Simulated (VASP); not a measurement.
# N (P1) in VASP: notebook

Runs on N. Level: PBE+D3(BJ). Tasks: single point.

Program: VASP 6.6.1. These are calculated values, not measurements. Logs are shortened: lines on timing, memory, paths and dates and some standing lists are left out, and cuts for length are marked.

**1. The cell of the first run**

The typed cell holds 16 atoms: a = 8.224 Å, b = 8.224 Å, c = 8.224 Å, α = 60.00°, β = 60.00°, γ = 60.00°.

**2. Single point, PBE+D3(BJ)**

Input file INCAR:

```
SYSTEM = N
  PREC = Accurate
  ENCUT = 520
  EDIFF = 1E-6
  ISMEAR = -1
  SIGMA = 0.02
  LREAL = Auto
  LASPH = .True.
  NELM = 100
  ALGO = Normal
  ISIF = 2
  LWAVE = .False.
  LCHARG = .False.
  GGA = PE
  IVDW = 12
  NBANDS = 54
```

Input file KPOINTS:

```
Automatic mesh
0
Gamma
  2 2 2
  0.5 0.5 0.5
```

Input file POSCAR:

```
N
1.0
   -5.8151017200      5.8151017200      0.0000000000
    0.0000000000      5.8151017200     -5.8151017200
   -5.8151017200      0.0000000000     -5.8151017200
N
16
Direct
    0.5395854881      0.5521601607      0.4170674249
    0.0543561429      0.0408310140      0.9185401661
    0.0265296305      0.8914448533      0.5363004209
    0.5013800515      0.3982499553     -0.0069935148
    0.8753686943      0.5470098638      0.5308257961
    0.4282536437      0.0245377479      0.0111520835
    0.5238711456      0.0514162975      0.5423354830
    0.0491597592      0.5341767263     -0.0135359627
    0.9733396375      0.9997448506      0.0808161272
    0.5207791103      0.4625737656      0.5762536343
    0.4720441073      0.5485769043      0.9833063591
    0.9662218772      0.0526368264      0.5167759129
    0.5903680908      0.9823497120      0.9312021974
    0.0356476137      0.4603007185      0.5097488647
    0.9669714772      0.4845692536      0.9574751686
    0.4761235716      0.9694213913      0.5087298800
```

Potentials or basis: VASP PAW PBE potentials, release 64 (N).

The run is started by

```console
cat potpaw_PBE.64/N/POTCAR > POTCAR
mpirun -np 1 vasp_std > vasp.out
```

OUTCAR:

```text
SYSTEM = N
   PREC = Accurate
   ENCUT = 520
   EDIFF = 1E-6
   ISMEAR = -1
   LREAL = Auto
   LASPH = .True.
   NELM = 100
   ISIF = 2
   GGA = PE
   IVDW = 12
 IVDW          = 12

 ion  position               nearest neighbor table
   1  0.540  0.552  0.417-  10 1.11
   2  0.054  0.041  0.919-   9 1.11
   3  0.027  0.891  0.536-  12 1.11
   4  0.501  0.398  0.993-  11 1.10
   5  0.875  0.547  0.531-  14 1.11
   6  0.428  0.025  0.011-  13 1.10
[... 8 lines left out ...]
  15  0.967  0.485  0.957-   8 1.10
  16  0.476  0.969  0.509-   7 1.12

  LATTYP: Found a face centered cubic cell.
 ALAT       =    11.6302034400

  Lattice vectors:

 A1 = (  -5.8151017200,   5.8151017200,   0.0000000000)
 A2 = (   0.0000000000,   5.8151017200,  -5.8151017200)
 A3 = (  -5.8151017200,   0.0000000000,  -5.8151017200)

Analysis of symmetry for initial positions (statically):
=====================================================================
 Subroutine PRICEL returns:
 Original cell was already a primitive cell.

 Routine SETGRP: Setting up the symmetry group for a
 face centered cubic supercell.

 Subroutine GETGRP returns: Found  1 space group operations
 (whereof  1 operations were pure point group operations)
 out of a pool of 48 trial point group operations.

The static configuration has the point symmetry C_1 .

Analysis of symmetry for dynamics (positions and initial velocities):
=====================================================================
 Subroutine PRICEL returns:
 Original cell was already a primitive cell.

 Routine SETGRP: Setting up the symmetry group for a
 face centered cubic supercell.

 Subroutine GETGRP returns: Found  1 space group operations
 (whereof  1 operations were pure point group operations)
 out of a pool of 48 trial point group operations.

The dynamic configuration has the point symmetry C_1 .

 Subroutine INISYM returns: Found  1 space group operations
 (whereof  1 operations are pure point group operations),
 and found     1 'primitive' translations

----------------------------------------------------------------------------------------

                                     Primitive cell

  volume of cell :     393.2801

  direct lattice vectors                    reciprocal lattice vectors
    -5.815101720  5.815101720  0.000000000    -0.085983019  0.085983019  0.085983019
     0.000000000  5.815101720 -5.815101720     0.085983019  0.085983019 -0.085983019
    -5.815101720  0.000000000 -5.815101720    -0.085983019 -0.085983019 -0.085983019

  length of vectors
     8.223795719  8.223795719  8.223795719     0.148926957  0.148926957  0.148926957

  position of ions in fractional coordinates (direct lattice)
     0.539585488  0.552160161  0.417067425
     0.054356143  0.040831014  0.918540166
     0.026529631  0.891444853  0.536300421
     0.501380052  0.398249955  0.993006485
     0.875368694  0.547009864  0.530825796
     0.428253644  0.024537748  0.011152084
[... 8 lines left out ...]
     0.966971477  0.484569254  0.957475169
     0.476123572  0.969421391  0.508729880

  ion indices of the primitive-cell ions
   primitive index   ion index
                 1           1
                 2           2
                 3           3
                 4           4
                 5           5
                 6           6
[... 8 lines left out ...]
                15          15
                16          16

----------------------------------------------------------------------------------------

 KPOINTS: Automatic mesh

Automatic generation of k-mesh.
 Grid dimensions read from file:
 generate k-points for:    2    2    2

 Generating k-lattice:

  Cartesian coordinates                     Fractional coordinates (reciprocal lattice)
    -0.042991509  0.042991509  0.042991509     0.500000000  0.000000000  0.000000000
     0.042991509  0.042991509 -0.042991509     0.000000000  0.500000000  0.000000000
    -0.042991509 -0.042991509 -0.042991509     0.000000000  0.000000000  0.500000000

  Length of vectors
     0.074463478  0.074463478  0.074463478

  Shift w.r.t. Gamma in fractional coordinates (k-lattice)
     0.500000000  0.500000000  0.500000000

 Subroutine IBZKPT returns following result:
 ===========================================

 Found     16 irreducible k-points:

 Following reciprocal coordinates:
            Coordinates               Weight
  0.250000  0.250000  0.250000      2.000000
  0.250000  0.000000  0.000000      2.000000
  0.000000  0.000000 -0.250000      2.000000
  0.000000  0.250000  0.000000      2.000000
 -0.250000  0.250000  0.250000      2.000000
  0.250000 -0.250000  0.250000      2.000000
[... 8 lines left out ...]
  0.000000  0.250000  0.500000      2.000000
  0.500000  0.250000  0.000000      2.000000
   k-points           NKPTS =     16   k-points in BZ     NKDIM =     16   number of bands    NBANDS=     54
   number of dos      NEDOS =    301   number of ions     NIONS =     16
   total plane-waves  NPLWV = 262144
   dimension x,y,z NGX =    64 NGY =   64 NGZ =   64
   dimension x,y,z NGXF=   128 NGYF=  128 NGZF=  128
   ions per type =              16
   NGX,Y,Z   is equivalent  to a cutoff of  12.94, 12.94, 12.94 a.u.
   NGXF,Y,Z  is equivalent  to a cutoff of  25.88, 25.88, 25.88 a.u.
 SYSTEM =  N
   PREC   = accura    normal or accurate (medium, high low for compatibility)
   ISTART =      0    job   : 0-new  1-cont  2-samecut
   ICHARG =      2    charge: 1-file 2-atom 10-const
   ISPIN  =      1    spin polarized calculation?
   LNONCOLLINEAR =      F non collinear calculations
   LSORBIT =      F    spin-orbit coupling
   LASPH  =      T    aspherical Exc in radial PAW
   ENCUT  =  520.0 eV  38.22 Ry    6.18 a.u.  15.29 15.29 15.29*2*pi/ulx,y,z
   NELM   =    100;   NELMIN=  2; NELMDL= -5     # of ELM steps
   EDIFF  = 0.1E-05   stopping-criterion for ELM
   LREAL  =      T    real-space projection
   EDIFFG = 0.1E-04   stopping-criterion for IOM
   NSW    =      0    number of steps for IOM
   IBRION =     -1    ionic relax: 0-MD 1-quasi-New 2-CG
   NFREE  =      0    steps in history (QN), initial steepest desc. (CG)
   ISIF   =      2    stress and relaxation
   ISYM   =      2    0-nonsym 1-usesym 2-fastsym
   POTIM  = 0.5000    time-step for ionic-motion
   TEBEG  =    0.0;   TEEND  =   0.0 temperature during run
   PSTRESS=    0.0 pullay stress
   NELECT =      80.0000    total number of electrons
   NUPDOWN=      -1.0000    fix difference up-down
   EMIN   =  10.00;   EMAX   =-10.00  energy-range for DOS
   EFERMI =   0.00;   METHOD = LEGACY
   ISMEAR =    -1;   SIGMA  =   0.02  broadening in eV -4-tet -1-fermi 0-gaus
   EFERMI_NEDOS =   21; number of points for ismear=-14 and -15
   IALGO  =     38    algorithm
   IMIX   =      4    mixing-type and parameters
     AMIX     =   0.40;   BMIX     =  1.00
     AMIX_MAG =   1.60;   BMIX_MAG =  1.00
  volume/ion in A,a.u.               =      24.58       165.87
  Fermi-wavevector in a.u.,A,eV,Ry     =   0.962803  1.819434 12.612464  0.926990
  Thomas-Fermi vector in A             =   2.092294
   LORBIT       =      0    0 simple, 1 ext, 2 COOP (PROOUT), +10 PAW based schemes
   GGA     = PE    functional components
   LHFCALC =     F    Hartree Fock is set to
   AEXX    =    0.0000 exact exchange contribution
   IVDW    =    12    specifies the selected vdW correction
   LEPSILON=     F    determine dielectric tensor
   LRPA    =     F    only Hartree local field effects (RPA)
 non-spin polarized calculation
  energy-cutoff  :      520.00
  volume of cell :      393.28
 maximum number of plane-waves:     10594
 NGX is ok and might be reduce to    64
   NGX = 31   NGY = 31   NGZ = 31

 number of electron      80.0000000 magnetization

 Free energy of the ion-electron system (eV)
  ---------------------------------------------------
  ext. energy  EPLUGINS =         0.00000000
  ---------------------------------------------------
  free energy    TOTEN  =      -133.24539277 eV

  energy without entropy =     -133.24539277  energy(sigma->0) =     -133.24539277

 E-fermi :  -6.2597     XC(G=0):  -6.1252

 val. band max:       -6.7450476479   @ k =   0.2500   0.2500  -0.2500
 cond. band min:       0.5640591150   @ k =   0.0000   0.0000  -0.2500
 fundamental gap:      7.3091067629
 Fermi energy:        -6.2597135435

 k-point     1 :       0.2500    0.2500    0.2500
  band No.  band energies     occupation
      1     -25.2257      2.00000
      2     -25.1290      2.00000
      3     -25.1174      2.00000
      4     -25.0431      2.00000
      5     -25.0350      2.00000
      6     -25.0005      2.00000
[... 44 lines left out ...]
     51       1.3334      0.00000
     52       1.3715      0.00000

 k-point     2 :       0.2500    0.0000    0.0000
  band No.  band energies     occupation
      1     -25.2257      2.00000
      2     -25.1282      2.00000
      3     -25.1183      2.00000
      4     -25.0433      2.00000
      5     -25.0346      2.00000
      6     -25.0004      2.00000
[... 44 lines left out ...]
     51       1.3077      0.00000
     52       1.3648      0.00000

 k-point     3 :       0.0000    0.0000   -0.2500
  band No.  band energies     occupation
      1     -25.2259      2.00000
      2     -25.1287      2.00000
      3     -25.1174      2.00000
      4     -25.0440      2.00000
      5     -25.0342      2.00000
      6     -25.0005      2.00000
[... 44 lines left out ...]
     51       1.3395      0.00000
     52       1.3955      0.00000
[... 606 lines left out ...]
 k-point    15 :       0.0000    0.2500    0.5000
  band No.  band energies     occupation
      1     -25.2255      2.00000
      2     -25.1274      2.00000
      3     -25.1184      2.00000
      4     -25.0438      2.00000
      5     -25.0343      2.00000
      6     -25.0005      2.00000
[... 44 lines left out ...]
     51       1.2611      0.00000
     52       1.3436      0.00000

 k-point    16 :       0.5000    0.2500    0.0000
  band No.  band energies     occupation
      1     -25.2253      2.00000
      2     -25.1278      2.00000
      3     -25.1184      2.00000
      4     -25.0430      2.00000
      5     -25.0346      2.00000
      6     -25.0011      2.00000
[... 44 lines left out ...]
     51       1.2743      0.00000
     52       1.3248      0.00000
 [bands above 52 left out]

------------------------ aborting loop because EDIFF is reached ----------------------------------------

 Edisp (eV)   -0.78023

 E8    (eV) :    -0.1830

  FORCE on cell =-STRESS in cart. coord.  units (eV):
  Direction    XX          YY          ZZ          XY          YZ          ZX
  --------------------------------------------------------------------------------------
  -------------------------------------------------------------------------------------
  Total       1.36244     2.29720     1.90174    -0.39729     0.12190     0.10943
  in kB       5.55042     9.35852     7.74747    -1.61852     0.49662     0.44581
  external pressure =        7.55 kB  Pullay stress =        0.00 kB

 VOLUME and BASIS-vectors are now :
 -----------------------------------------------------------------------------
  energy-cutoff  :      520.00
  volume of cell :      393.28
      direct lattice vectors                 reciprocal lattice vectors
    -5.815101720  5.815101720  0.000000000    -0.085983019  0.085983019  0.085983019
     0.000000000  5.815101720 -5.815101720     0.085983019  0.085983019 -0.085983019
    -5.815101720  0.000000000 -5.815101720    -0.085983019 -0.085983019 -0.085983019

 POSITION                                       TOTAL-FORCE (eV/Angst)
 -----------------------------------------------------------------------------------
     -5.56303      6.34861     -5.63616         0.578697      0.409589      0.293664
     -5.65749      0.55352     -5.57884         0.428954      0.608198      0.642306
     -3.27291      5.33811     -8.30248         0.010810      0.040691      0.000915
     -8.69001      5.23144     -8.09030        -0.426646     -1.025500      1.145693
     -8.17716      8.27128     -6.26772         0.310059     -0.131351     -0.283664
     -2.55519      2.63303     -0.20754         0.555919     -0.847828     -0.853525
[... 8 lines left out ...]
    -11.19085      8.44086     -8.38563         0.996225     -1.210092      0.705334
     -5.72702      8.40599     -8.59560        -0.163850      0.298138     -0.266437
 -----------------------------------------------------------------------------------
    total drift:                                0.000580     -0.001974     -0.002080

  FREE ENERGIE OF THE ION-ELECTRON SYSTEM (eV)
  ---------------------------------------------------
  free  energy   TOTEN  =      -134.0256223199 eV

  energy  without entropy=     -134.0256223199  energy(sigma->0) =     -134.02562232
```

It took 7.2 min on 1 thread of Intel Xeon Platinum 8488C (Sapphire Rapids), shared host; peak memory 0.62 GiB.

What came out:

```
Free energy                : -134.0256 eV
Pressure                   : 0.8 GPa
Largest force              : 1.719 eV/Å
Band gap on the k mesh     : 7.31 eV (least direct gap 7.32 eV)
Dispersion energy per atom : -0.049 eV
```

Forces in eV/Å, atoms in the order of the input:
```
N    0.579  0.410  0.294
N    0.429  0.608  0.642
N    0.011  0.041  0.001
N   -0.427 -1.026  1.146
N    0.310 -0.131 -0.284
N    0.556 -0.848 -0.854
N    0.234 -0.291  0.306
N   -1.001  1.173 -0.736
N   -0.423 -0.667 -0.638
N   -0.452 -0.458 -0.238
N    0.338  1.067 -1.245
N   -0.002  0.037  0.034
N   -0.619  0.777  0.821
N   -0.366  0.221  0.312
N    0.996 -1.210  0.705
N   -0.164  0.298 -0.266
```

Stress tensor (GPa, compression positive):
```
 0.56 -0.16  0.04
-0.16  0.94  0.05
 0.04  0.05  0.77
```

Caveat: the standard files for N, O and F lose accuracy on very short bonds; the atoms stand as in a frame of molecular dynamics; a shifted mesh leaves out Γ, where band edges can lie; forces of over 1 eV/Å act on the atoms, so gaps and moduli don't describe the material at rest. A k mesh can miss the band edges.

(Continued in part 2 of 2.)
